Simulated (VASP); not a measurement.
Mg3Te2: relaxation of cell and atoms with PBE

Mg3Te2:

```
CELL_PARAMETERS angstrom
5.15145 0.00000 0.00000
-2.57573 4.46129 0.00000
0.00000 0.00000 6.13724
ATOMIC_POSITIONS crystal
Mg 0.00000 0.00000 0.00000
Mg 0.33333 0.66667 0.72369
Mg 0.66667 0.33333 0.27631
Te 0.33333 0.66667 0.23745
Te 0.66667 0.33333 0.76255
```

```yaml
Program: VASP 6.6.1
Task: relaxation of cell and atoms
Functional: PBE
Potentials_or_basis: VASP PAW PBE potentials, release 64 (Mg, Te)
Cutoff: 600 eV
k_mesh: 12 × 12 × 6
Occupations: gaussian, width 0.1 eV
Spin: no spin polarisation
Dipole_correction: no
Further_INCAR_settings: ALGO = Fast; EDIFF = 1e-06; IBRION = 2; EDIFFG = -0.01; NSW = 100; ISIF = 3
```

The relaxed volume is 28.23 Å³/atom. The relaxed cell is a = 5.134 Å, b = 5.134 Å, c = 6.184 Å, α = 90.00°, β = 90.00°, γ = 120.00°. The space group after relaxing (to 0.1 Å) is P-3m1 (No. 164) and the energy gained by relaxing is 0.4 meV/atom. The ionic steps are 4, the pressure after relaxing is 0.0 GPa and the largest force after relaxing is 0.009 eV/Å. The band gap on the k mesh is zero (bands 9 and 10 overlap by 2.35 eV).

Forces on the atoms (eV/Å):
```
Mg   0.000  0.000  0.000
Mg   0.000  0.000 -0.009
Mg   0.000  0.000  0.009
Te   0.000  0.000  0.002
Te   0.000  0.000 -0.002
```

The path:
```csv
step,energy change (eV),largest force (eV/Å),pressure (GPa),volume (Å³)
1,0.0000,0.0706,-0.01,141.05
2,-0.0011,0.0507,0.00,141.02
3,-0.0021,0.0122,0.04,140.96
4,-0.0022,0.0088,-0.01,141.17
```

Final structure:
```yaml
crystal:
  lattice:
    - [5.13424, 0.00000, 0.00000]
    - [-2.56712, 4.44638, 0.00000]
    - [0.00000, 0.00000, 6.18388]
  atoms:
    - { symbol: Mg, position: [0.00000, 0.00000, 0.00000] }
    - { symbol: Mg, position: [0.33333, 0.66667, 0.72315] }
    - { symbol: Mg, position: [0.66667, 0.33333, 0.27685] }
    - { symbol: Te, position: [0.33333, 0.66667, 0.23934] }
    - { symbol: Te, position: [0.66667, 0.33333, 0.76066] }
```

Levels at points of the mesh, in eV from the Fermi level:
| k point | band 5 | band 6 | band 7 | band 8 | band 9 | band 10 | band 11 | band 12 | band 13 |
| --- | --- | --- | --- | --- | --- | --- | --- | --- | --- |
| (0.00, 0.00, 0.00) | -3.73 | -2.73 | -2.73 | -1.89 | -1.50 | -1.43 | 1.06 | 1.06 | 2.49 |
| (0.50, 0.00, 0.00) | -4.46 | -4.21 | -3.33 | -2.63 | -1.38 | 0.62 | 1.82 | 2.25 | 3.27 |
| (0.00, 0.00, 0.50) | -3.30 | -3.30 | -3.17 | -3.17 | -0.03 | 0.02 | 0.71 | 0.71 | 1.77 |
| (0.50, 0.00, 0.50) | -3.94 | -3.50 | -3.02 | -2.68 | -0.36 | 0.72 | 2.13 | 2.17 | 3.68 |

Wall time 13 min on 1 thread of Intel Xeon 8259CL, on a shared host, peak memory 0.48 GiB.

Caveat: spin-orbit coupling is left out, which moves the levels of the heavy elements.
